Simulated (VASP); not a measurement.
# Ge (Imma) in VASP: a series of runs

The runs below take Ge through single point, with PBEsol.

Everything below comes from runs of VASP 6.6.1. Logs are shortened: lines on timing, memory, paths and dates and some standing lists are left out, and cuts for length are marked.

**1. The cell of the first run**

It takes space group Imma (No. 74, orthorhombic). Conventional cell: a = 4.958 Å, b = 5.266 Å, c = 2.855 Å, α = 90.00°, β = 90.00°, γ = 90.00°. Within 3.5 Å of Ge (site symmetry mm2) lie 8 Ge at 2.66 to 3.06 Å.

**2. Single point, PBEsol (volume scaled by 0.98)**

File INCAR:

```
SYSTEM = Ge
  ALGO = Normal
  EDIFF = 1E-6
  ENCUT = 520
  GGA = PS
  ISIF = 2
  ISMEAR = -1
  LASPH = .TRUE.
  LCHARG = .FALSE.
  LREAL = .FALSE.
  LWAVE = .FALSE.
  NBANDS = 21
  NELM = 60
  PREC = Accurate
  SIGMA = 0.05
```

File KPOINTS:

```
k-points
0
G
  11 11 11
  0 0 0
```

File POSCAR:

```
Ge
1.0
   -2.4791465020      2.6330714371      1.4273027698
    2.4791465020     -2.6330714371      1.4273027698
    2.4791465020      2.6330714371     -1.4273027698
Ge
2
Direct
    0.3140570000      0.0640570000      0.2500000000
    0.6859430000      0.9359430000      0.7500000000
```

Potentials or basis: VASP PAW PBE potentials, release 64 (Ge_d).

Command:

```console
$ cat potpaw_PBE.64/Ge_d/POTCAR > POTCAR
$ mpirun -np 1 vasp_std > vasp.out
```

OUTCAR:

```text
SYSTEM = Ge
   EDIFF = 1E-6
   ENCUT = 520
   GGA = PS
   ISIF = 2
   ISMEAR = -1
   LASPH = .TRUE.
   LREAL = .FALSE.
   NELM = 60
   PREC = Accurate

 ion  position               nearest neighbor table
   1  0.314  0.064  0.250-   2 2.66   2 2.66   2 2.70   2 2.70
   2  0.686  0.936  0.750-   1 2.66   1 2.66   1 2.70   1 2.70

  LATTYP: Found a body centered orthorhombic cell.
 ALAT       =     2.8546055396
 B/A-ratio  =     1.7369450648
 C/A-ratio  =     1.8447882908

  Lattice vectors:

 A1 = (   2.4791465020,  -2.6330714371,   1.4273027698)
 A2 = (  -2.4791465020,  -2.6330714371,  -1.4273027698)
 A3 = (   2.4791465020,   2.6330714371,  -1.4273027698)

Analysis of symmetry for initial positions (statically):
=====================================================================
 Subroutine PRICEL returns:
 Original cell was already a primitive cell.

 Routine SETGRP: Setting up the symmetry group for a
 body centered orthorhombic supercell.

 Subroutine GETGRP returns: Found  8 space group operations
 (whereof  4 operations were pure point group operations)
 out of a pool of  8 trial point group operations.

The static configuration has the point symmetry C_2h.
 The point group associated with its full space group is D_2h.

Analysis of symmetry for dynamics (positions and initial velocities):
=====================================================================
 Subroutine PRICEL returns:
 Original cell was already a primitive cell.

 Routine SETGRP: Setting up the symmetry group for a
 body centered orthorhombic supercell.

 Subroutine GETGRP returns: Found  8 space group operations
 (whereof  4 operations were pure point group operations)
 out of a pool of  8 trial point group operations.

The dynamic configuration has the point symmetry C_2h.
 The point group associated with its full space group is D_2h.

 Subroutine INISYM returns: Found  8 space group operations
 (whereof  4 operations are pure point group operations),
 and found     1 'primitive' translations

----------------------------------------------------------------------------------------

                                     Primitive cell

  volume of cell :      37.2684

  direct lattice vectors                    reciprocal lattice vectors
    -2.479146502  2.633071437  1.427302770     0.000000000  0.189892303  0.350311098
     2.479146502 -2.633071437  1.427302770     0.201682313  0.000000000  0.350311098
     2.479146502  2.633071437 -1.427302770     0.201682313  0.189892303  0.000000000

  length of vectors
     3.887984795  3.887984795  3.887984795     0.398468257  0.404219767  0.277010545

  position of ions in fractional coordinates (direct lattice)
     0.314057000  0.064057000  0.250000000
     0.685943000  0.935943000  0.750000000

  ion indices of the primitive-cell ions
   primitive index   ion index
                 1           1
                 2           2

----------------------------------------------------------------------------------------

 KPOINTS: k-points

Automatic generation of k-mesh.
 Grid dimensions read from file:
 generate k-points for:   11   11   11

 Generating k-lattice:

  Cartesian coordinates                     Fractional coordinates (reciprocal lattice)
     0.000000000  0.017262937  0.031846463     0.090909091 -0.000000000  0.000000000
     0.018334756  0.000000000  0.031846463    -0.000000000  0.090909091  0.000000000
     0.018334756  0.017262937  0.000000000     0.000000000  0.000000000  0.090909091

  Length of vectors
     0.036224387  0.036747252  0.025182777

  Shift w.r.t. Gamma in fractional coordinates (k-lattice)
     0.000000000  0.000000000  0.000000000

 Subroutine IBZKPT returns following result:
 ===========================================

 Found    216 irreducible k-points:

 Following reciprocal coordinates:
            Coordinates               Weight
  0.000000  0.000000  0.000000      1.000000
  0.090909  0.000000  0.000000      4.000000
  0.181818  0.000000  0.000000      4.000000
  0.272727  0.000000  0.000000      4.000000
  0.363636  0.000000  0.000000      4.000000
  0.454545 -0.000000  0.000000      4.000000
[... 16 lines left out ...]
  0.454545  0.181818 -0.000000      8.000000
 -0.454545  0.181818 -0.000000      8.000000
 [... further k-points ...]
   k-points           NKPTS =    216   k-points in BZ     NKDIM =    216   number of bands    NBANDS=     21
   number of dos      NEDOS =    301   number of ions     NIONS =      2
   total plane-waves  NPLWV =  27000
   dimension x,y,z NGX =    30 NGY =   30 NGZ =   30
   dimension x,y,z NGXF=    60 NGYF=   60 NGZF=   60
   ions per type =               2
   NGX,Y,Z   is equivalent  to a cutoff of  12.83, 12.83, 12.83 a.u.
   NGXF,Y,Z  is equivalent  to a cutoff of  25.66, 25.66, 25.66 a.u.
 SYSTEM =  Ge
   PREC   = accura    normal or accurate (medium, high low for compatibility)
   ISTART =      0    job   : 0-new  1-cont  2-samecut
   ICHARG =      2    charge: 1-file 2-atom 10-const
   ISPIN  =      1    spin polarized calculation?
   LNONCOLLINEAR =      F non collinear calculations
   LSORBIT =      F    spin-orbit coupling
   LASPH  =      T    aspherical Exc in radial PAW
   ENCUT  =  520.0 eV  38.22 Ry    6.18 a.u.   7.23  7.23  7.23*2*pi/ulx,y,z
   NELM   =     60;   NELMIN=  2; NELMDL= -5     # of ELM steps
   EDIFF  = 0.1E-05   stopping-criterion for ELM
   LREAL  =      F    real-space projection
   EDIFFG = 0.1E-04   stopping-criterion for IOM
   NSW    =      0    number of steps for IOM
   IBRION =     -1    ionic relax: 0-MD 1-quasi-New 2-CG
   NFREE  =      0    steps in history (QN), initial steepest desc. (CG)
   ISIF   =      2    stress and relaxation
   ISYM   =      2    0-nonsym 1-usesym 2-fastsym
   POTIM  = 0.5000    time-step for ionic-motion
   TEBEG  =    0.0;   TEEND  =   0.0 temperature during run
   PSTRESS=    0.0 pullay stress
   NELECT =      28.0000    total number of electrons
   NUPDOWN=      -1.0000    fix difference up-down
   EMIN   =  10.00;   EMAX   =-10.00  energy-range for DOS
   EFERMI =   0.00;   METHOD = LEGACY
   ISMEAR =    -1;   SIGMA  =   0.05  broadening in eV -4-tet -1-fermi 0-gaus
   EFERMI_NEDOS =   21; number of points for ismear=-14 and -15
   IALGO  =     38    algorithm
   IMIX   =      4    mixing-type and parameters
     AMIX     =   0.40;   BMIX     =  1.00
     AMIX_MAG =   1.60;   BMIX_MAG =  1.00
  volume/ion in A,a.u.               =      18.63       125.75
  Fermi-wavevector in a.u.,A,eV,Ry     =   1.488266  2.812415 30.136025  2.214935
  Thomas-Fermi vector in A             =   2.601322
   LORBIT       =      0    0 simple, 1 ext, 2 COOP (PROOUT), +10 PAW based schemes
   GGA     = PS    functional components
   LHFCALC =     F    Hartree Fock is set to
   AEXX    =    0.0000 exact exchange contribution
   IVDW    =     0    specifies the selected vdW correction
   LEPSILON=     F    determine dielectric tensor
   LRPA    =     F    only Hartree local field effects (RPA)
 non-spin polarized calculation
  energy-cutoff  :      520.00
  volume of cell :       37.27
 maximum number of plane-waves:      1033
 NGX is ok and might be reduce to    30
   NGX = 15   NGY = 15   NGZ = 15

 number of electron      28.0000001 magnetization

 Free energy of the ion-electron system (eV)
  ---------------------------------------------------
  ext. energy  EPLUGINS =         0.00000000
  ---------------------------------------------------
  free energy    TOTEN  =        -9.52220356 eV

  energy without entropy =       -9.51613204  energy(sigma->0) =       -9.51916780

 E-fermi :   6.6275     XC(G=0): -11.4412

 val. band max:        6.6227402099   @ k =  -0.2727   0.3636   0.1818
 cond. band min:       6.6376301430   @ k =   0.4545   0.3636  -0.0000
 fundamental gap:      0.0148899331
 Fermi energy:         6.6274546140

 k-point     1 :       0.0000    0.0000    0.0000
  band No.  band energies     occupation
      1     -18.0784      2.00000
      2     -17.9963      2.00000
      3     -17.9933      2.00000
      4     -17.9921      2.00000
      5     -17.9545      2.00000
      6     -17.9159      2.00000
[... 13 lines left out ...]
     20      17.4333      0.00000
     21      19.4378      0.00000

 k-point     2 :       0.0909    0.0000    0.0000
  band No.  band energies     occupation
      1     -18.0717      2.00000
      2     -17.9892      2.00000
      3     -17.9878      2.00000
      4     -17.9810      2.00000
      5     -17.9563      2.00000
      6     -17.9186      2.00000
[... 13 lines left out ...]
     20      17.6308      0.00000
     21      18.6862      0.00000

 k-point     3 :       0.1818    0.0000    0.0000
  band No.  band energies     occupation
      1     -18.0536      2.00000
      2     -17.9760      2.00000
      3     -17.9680      2.00000
      4     -17.9604      2.00000
      5     -17.9515      2.00000
      6     -17.9232      2.00000
[... 13 lines left out ...]
     20      15.8096      0.00000
     21      18.8230      0.00000

 k-point     4 :       0.2727    0.0000    0.0000
  band No.  band energies     occupation
      1     -18.0284      2.00000
      2     -17.9683      2.00000
      3     -17.9547      2.00000
      4     -17.9489      2.00000
      5     -17.9172      2.00000
      6     -17.9146      2.00000
[... 13 lines left out ...]
     20      14.6179      0.00000
     21      19.4605      0.00000

 k-point     5 :       0.3636    0.0000    0.0000
  band No.  band energies     occupation
      1     -18.0022      2.00000
      2     -17.9682      2.00000
      3     -17.9426      2.00000
      4     -17.9383      2.00000
      5     -17.9200      2.00000
      6     -17.9190      2.00000
[... 13 lines left out ...]
     20      15.1534      0.00000
     21      20.6329      0.00000

 k-point     6 :       0.4545   -0.0000    0.0000
  band No.  band energies     occupation
      1     -17.9809      2.00000
      2     -17.9624      2.00000
      3     -17.9479      2.00000
      4     -17.9446      2.00000
      5     -17.9315      2.00000
      6     -17.9149      2.00000
[... 13 lines left out ...]
     20      17.6771      0.00000
     21      18.3950      0.00000

 k-point     7 :      -0.0000    0.0909    0.0000
  band No.  band energies     occupation
      1     -18.0738      2.00000
      2     -17.9901      2.00000
      3     -17.9880      2.00000
      4     -17.9852      2.00000
      5     -17.9502      2.00000
      6     -17.9204      2.00000
[... 13 lines left out ...]
     20      17.7321      0.00000
     21      17.7609      0.00000
[... 291 lines left out ...]
      1     -18.0386      2.00000
      2     -17.9735      2.00000
      3     -17.9643      2.00000
      4     -17.9533      2.00000
      5     -17.9322      2.00000
      6     -17.8925      2.00000
[... 13 lines left out ...]
     20      14.8760      0.00000
     21      17.4365      0.00000

 k-point    21 :       0.2727    0.1818    0.0000
  band No.  band energies     occupation
      1     -18.0237      2.00000
      2     -17.9717      2.00000
      3     -17.9690      2.00000
      4     -17.9424      2.00000
      5     -17.9172      2.00000
      6     -17.9097      2.00000
[... 13 lines left out ...]
     20      16.7026      0.00000
     21      18.7716      0.00000

 k-point    22 :       0.3636    0.1818    0.0000
  band No.  band energies     occupation
      1     -18.0076      2.00000
      2     -17.9779      2.00000
      3     -17.9616      2.00000
      4     -17.9275      2.00000
      5     -17.9234      2.00000
      6     -17.8962      2.00000
[... 13 lines left out ...]
     20      17.7023      0.00000
     21      18.9700      0.00000

 k-point    23 :       0.4545    0.1818   -0.0000
  band No.  band energies     occupation
      1     -17.9996      2.00000
      2     -17.9699      2.00000
      3     -17.9490      2.00000
      4     -17.9412      2.00000
      5     -17.9178      2.00000
      6     -17.8906      2.00000
[... 13 lines left out ...]
     20      17.5232      0.00000
     21      18.7015      0.00000

 k-point    24 :      -0.4545    0.1818   -0.0000
  band No.  band energies     occupation
      1     -18.0024      2.00000
      2     -17.9646      2.00000
      3     -17.9544      2.00000
      4     -17.9368      2.00000
      5     -17.9301      2.00000
      6     -17.8921      2.00000
[... 13 lines left out ...]
     20      17.5011      0.00000
     21      17.7109      0.00000

 [... further k-points ...]

------------------------ aborting loop because EDIFF is reached ----------------------------------------

  FORCE on cell =-STRESS in cart. coord.  units (eV):
  Direction    XX          YY          ZZ          XY          YZ          ZX
  --------------------------------------------------------------------------------------
  -------------------------------------------------------------------------------------
  Total        0.0197890     -0.4823966     -0.3363902      0.0000000     -0.0000000      0.0000000
  in kB        0.8507354    -20.7383346    -14.4614900      0.0000000     -0.0000000      0.0000000
  external PRESSURE =     -11.4496964 kB  Pullay stress =       0.0000000 kB

 VOLUME and BASIS-vectors are now :
 -----------------------------------------------------------------------------
  energy-cutoff  :      520.00
  volume of cell :       37.27
      direct lattice vectors                 reciprocal lattice vectors
    -2.479146502  2.633071437  1.427302770     0.000000000  0.189892303  0.350311098
     2.479146502 -2.633071437  1.427302770     0.201682313  0.000000000  0.350311098
     2.479146502  2.633071437 -1.427302770     0.201682313  0.189892303  0.000000000

 POSITION                                       TOTAL-FORCE (eV/Angst)
 -----------------------------------------------------------------------------------
      0.00000      1.31654      0.18286         0.000000     -0.000000      0.057195
      2.47915      1.31654      1.24445        -0.000000      0.000000     -0.057195
 -----------------------------------------------------------------------------------
    total drift:                               -0.000000     -0.000000      0.000000

  FREE ENERGIE OF THE ION-ELECTRON SYSTEM (eV)
  ---------------------------------------------------
  free  energy   TOTEN  =        -9.5222035558 eV

  energy  without entropy=       -9.5161320420  energy(sigma->0) =       -9.51916780
```

Wall time 87 s (1 thread of Intel Xeon Platinum 8488C (Sapphire Rapids), shared host); peak memory 0.26 GiB.

Results:

```
Free energy            : -9.5222 eV
Pressure               : -1.1 GPa
Largest force          : 0.057 eV/Å
Band gap on the k mesh : zero (band 14 reaches 8.77 eV, above the bottom of band 15 at 3.39 eV)
```

Forces on the atoms (eV/Å):
```
Ge   0.000  0.000  0.057
Ge   0.000  0.000 -0.057
```

Levels at points of the mesh, in eV from the Fermi level:
| k point | band 12 | band 13 | band 14 | band 15 | band 16 | band 17 |
| --- | --- | --- | --- | --- | --- | --- |
| (0.00, 0.00, 0.00) | -3.76 | -2.42 | -1.97 | 3.37 | 7.04 | 7.30 |

Caveat: the cell differs from its parent crystal (volume scaled by 0.98); the PAW data sets were made with another functional, which shifts forces and pressure a little.

**3. Single point, PBEsol**

This run uses another cell than the first one, of 19.01 Å³/atom, 1.020 times its volume.

File INCAR:

```
PREC = Accurate
ENCUT = 520
EDIFF = 1E-6
ISMEAR = -1
SIGMA = 0.05
LREAL = False
LASPH = True
NELM = 80
ALGO = Normal
ISIF = 2
LWAVE = False
LCHARG = False
GGA = PS
NBANDS = 21
```

File KPOINTS:

```
Automatic mesh
0
Gamma
  11 11 11
```

File POSCAR:

```
Ge
1.0
   -2.4958980000      2.6508630000      1.4369470000
    2.4958980000     -2.6508630000      1.4369470000
    2.4958980000      2.6508630000     -1.4369470000
Ge
2
Direct
    0.3140570000      0.0640570000      0.2500000000
    0.6859430000      0.9359430000      0.7500000000
```

Potentials or basis: VASP PAW PBE potentials, release 64 (Ge_d).

Command:

```console
$ cat potpaw_PBE.64/Ge_d/POTCAR > POTCAR
$ mpirun -np 1 vasp_std > vasp.out
```

OUTCAR:

```text
PREC = Accurate
   ENCUT = 520
   EDIFF = 1E-6
   ISMEAR = -1
   LREAL = False
   LASPH = True
   NELM = 80
   ISIF = 2
   GGA = PS

 ion  position               nearest neighbor table
   1  0.314  0.064  0.250-   2 2.68   2 2.68   2 2.72   2 2.72
   2  0.686  0.936  0.750-   1 2.68   1 2.68   1 2.72   1 2.72

  LATTYP: Found a body centered orthorhombic cell.
 ALAT       =     2.8738940000
 B/A-ratio  =     1.7369450648
 C/A-ratio  =     1.8447882907

  Lattice vectors:

 A1 = (   2.4958980000,  -2.6508630000,   1.4369470000)
 A2 = (  -2.4958980000,  -2.6508630000,  -1.4369470000)
 A3 = (   2.4958980000,   2.6508630000,  -1.4369470000)

Analysis of symmetry for initial positions (statically):
=====================================================================
 Subroutine PRICEL returns:
 Original cell was already a primitive cell.

 Routine SETGRP: Setting up the symmetry group for a
 body centered orthorhombic supercell.

 Subroutine GETGRP returns: Found  8 space group operations
[... 162 lines left out ...]
  ---------------------------------------------------
  free energy    TOTEN  =        -9.51409532 eV

  energy without entropy =       -9.50774868  energy(sigma->0) =       -9.51092200

 E-fermi :   6.4039     XC(G=0): -11.3395

 val. band max:        6.4035565667   @ k =   0.4545   0.2727   0.0909
 cond. band min:       6.4059487781   @ k =   0.4545   0.1818  -0.0000
 fundamental gap:      0.0023922114
 Fermi energy:         6.4039099475

 k-point     1 :       0.0000    0.0000    0.0000
  band No.  band energies     occupation
      1     -18.2802      2.00000
      2     -18.2031      2.00000
      3     -18.2008      2.00000
      4     -18.1979      2.00000
      5     -18.1642      2.00000
      6     -18.1275      2.00000
[... 565 lines left out ...]
     20      17.1915      0.00000
     21      17.3909      0.00000

 [... further k-points ...]

------------------------ aborting loop because EDIFF is reached ----------------------------------------

  FORCE on cell =-STRESS in cart. coord.  units (eV):
  Direction    XX          YY          ZZ          XY          YZ          ZX
  --------------------------------------------------------------------------------------
  -------------------------------------------------------------------------------------
  Total       -0.3314631     -0.8207483     -0.6775480      0.0000000      0.0000000      0.0000000
  in kB      -13.9646758    -34.5784655    -28.5453771      0.0000000      0.0000000      0.0000000
  external PRESSURE =     -25.6961728 kB  Pullay stress =       0.0000000 kB

 VOLUME and BASIS-vectors are now :
 -----------------------------------------------------------------------------
  energy-cutoff  :      520.00
  volume of cell :       38.03
      direct lattice vectors                 reciprocal lattice vectors
    -2.495898000  2.650863000  1.436947000     0.000000000  0.188617820  0.347959946
     2.495898000 -2.650863000  1.436947000     0.200328699  0.000000000  0.347959946
     2.495898000  2.650863000 -1.436947000     0.200328699  0.188617820  0.000000000

 POSITION                                       TOTAL-FORCE (eV/Angst)
 -----------------------------------------------------------------------------------
      0.00000      1.32543      0.18409        -0.000000      0.000000      0.059452
      2.49590      1.32543      1.25285         0.000000     -0.000000     -0.059452
 -----------------------------------------------------------------------------------
    total drift:                               -0.000000     -0.000000      0.000000

  FREE ENERGIE OF THE ION-ELECTRON SYSTEM (eV)
  ---------------------------------------------------
  free  energy   TOTEN  =        -9.5140953150 eV

  energy  without entropy=       -9.5077486782  energy(sigma->0) =       -9.51092200
```

Run time: 97 s. Hardware: 1 thread of Intel Xeon Platinum 8488C (Sapphire Rapids), shared host; peak memory 0.26 GiB.

Results:

```
Free energy            : -9.5141 eV
Pressure               : -2.6 GPa
Largest force          : 0.059 eV/Å
Band gap on the k mesh : zero (band 14 reaches 8.47 eV, above the bottom of band 15 at 3.26 eV)
```

Forces in eV/Å, atoms in the order of the input:
```
Ge   0.000  0.000  0.059
Ge   0.000  0.000 -0.059
```

Caveat: the PAW data sets were made with another functional, which shifts forces and pressure a little.
